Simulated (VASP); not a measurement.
Here is a VASP 6.6.1 calculation.

The input INCAR:

```
ALGO = Normal
EDIFF = 1E-6
ENCUT = 520
GGA = PE
ISIF = 2
ISMEAR = 0
LASPH = True
LCHARG = False
LREAL = False
LWAVE = False
NBANDS = 16
NELM = 100
PREC = Accurate
SIGMA = 0.01
```

The input KPOINTS:

```
k-points
0
Gamma
  8 8 8
```

The input POSCAR:

```
GaN
1.0
    0.0000000000      2.1085152350      2.1085152350
    2.1085152350      0.0000000000      2.1085152350
    2.1085152350      2.1085152350      0.0000000000
Ga N
1 1
Direct
    0.0000000000      0.0000000000      0.0000000000
    0.5000000000      0.5000000000      0.5000000000
```

Potentials or basis: VASP PAW PBE potentials, release 64 (Ga_d, N).

Run with:

```bash
$ cat potpaw_PBE.64/Ga_d/POTCAR potpaw_PBE.64/N/POTCAR > POTCAR
$ mpirun -np 1 vasp_std > vasp.out
```

(1) What does it give for the pressure?

(2) Predict the band gap on the k mesh.

## Answers

(1) 9.1 GPa.

(2) 0.65 eV (least direct gap 2.83 eV).

Caveat: the cell stands under pressure.
